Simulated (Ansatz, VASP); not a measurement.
**Two plane-wave programs on Al2C**

File INCAR:

```
PREC = Accurate
ENCUT = 600
EDIFF = 1E-7
ISMEAR = 0
SIGMA = 0.1
LREAL = F
LASPH = T
NELM = 60
ALGO = Normal
ISIF = 3
LWAVE = F
LCHARG = F
GGA = PE
IBRION = 2
NSW = 100
EDIFFG = -0.01
```

Contents of KPOINTS:

```
regular mesh
0
Gamma
  18 18 10
```

POSCAR

```
Al2C
1.0
    3.1035752630      0.0000000000      0.0000000000
   -1.5517876315      2.6877750203      0.0000000000
    0.0000000000      0.0000000000      4.4484682338
Al C
2 1
Direct
    0.3333333333      0.6666666667      0.2340608211
    0.6666666667      0.3333333333      0.7659391789
    0.0000000000      0.0000000000      0.0000000000
```

Input for Ansatz:

```yaml
crystal:
  lattice:
    - [3.103575263, 0.0, 0.0]
    - [-1.5517876315, 2.6877750203, 0.0]
    - [0.0, 0.0, 4.4484682338]
  atoms:
    - { symbol: Al, position: [0.3333333333, 0.6666666667, 0.2340608211] }
    - { symbol: Al, position: [0.6666666667, 0.3333333333, 0.7659391789] }
    - { symbol: C, position: [0.0, 0.0, 0.0] }
basis:
  ecutwfc: 420
kpoints:
  mp_grid: { grid: [18, 18, 10] }
hamiltonian:
  xc: pbe
scf:
  occupations: { method: gaussian, width: 0.1 }
output:
  forces: true
  stress: true
  eigenvalues: true
  write_density: true
  write_potential: true
  elf: true
  volumetric_format: npy
relax:
  adjacent_minimum: "off"
  f_tol: 0.01
  max_steps: 80
  cell: { stress_tol: 0.05 }
```

Change from the starting cell: species swapped into the NiTe2 type (P-3m1, No. 164).

Alike in both runs: task relaxation of cell and atoms; functional PBE; k mesh 18 × 18 × 10; occupations gaussian, width 0.1 eV; no spin polarisation.

|  | VASP | Ansatz |
| --- | --- | --- |
| version | VASP 6.6.1 | Ansatz 0.2.0 |
| potentials or method | VASP PAW PBE potentials, release 64 (Al, C), cutoff 600 eV | scalar-relativistic, plane waves, PAW |
| valence electrons in the cell | 10 | 10 |

Ansatz gave:

- gap on the k mesh at the Fermi level, each at its own relaxed structure (eV): none
- relaxed volume (Å³/atom): 12.42
- relaxed cell length with the largest relative difference (Å): 4.493

What did VASP give for the same quantities?

gap on the k mesh at the Fermi level, each at its own relaxed structure (eV): none; relaxed volume (Å³/atom): 12.41; relaxed cell length with the largest relative difference (Å): 4.490.

A gap of «none» marks a metal or a gap that the smearing closes.
